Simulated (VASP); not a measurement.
## SnSe: single point with PBE+D4

SnSe:

```
Sn Se
1.0
     0.00000    2.96932    2.96932
     2.96932    0.00000    2.96932
     2.96932    2.96932    0.00000
Sn Se
1 1
Direct
  0.00000 0.00000 0.00000
  0.50000 0.50000 0.50000
```

```json
{
  "Program": "VASP 6.6.1",
  "Task": "single point",
  "Functional": "PBE",
  "Dispersion": "D4",
  "Potentials or basis": "VASP PAW PBE potentials, release 64 (Sn_d, Se)",
  "Cutoff": "520 eV",
  "k mesh": "8 × 8 × 8",
  "Occupations": "fermi-dirac, width 0.05 eV",
  "Spin": "no spin polarisation"
}
```

| Property | Result |
| --- | --- |
| Pressure | 0.9 GPa |
| Band gap on the k mesh | 0.73 eV, indirect (least direct gap 0.77 eV) |
| Dispersion energy per atom | -0.403 eV |

Levels at points of the mesh, in eV from the valence-band top:
```
           k point  band 7  band 8  band 9  band 10  band 11  band 12  band 13  band 14
(0.00, 0.00, 0.00)   -4.90   -2.28   -2.28    -2.28     4.51     4.51     4.51     5.85
(0.50, 0.00, 0.00)   -8.23   -2.02   -2.02     0.00     0.77     1.26     1.26     8.39
(0.50, 0.50, 0.00)   -5.98   -5.72   -3.80    -3.80     2.92     5.61     5.61     6.27
```

Wall time 18 s on 1 thread of Intel(R) Xeon(R) Platinum 8488C (Sapphire Rapids) (shared host), peak memory 0.18 GiB.

Caveat: spin-orbit coupling is left out, which moves the levels of the heavy elements. A k mesh can miss the band edges.
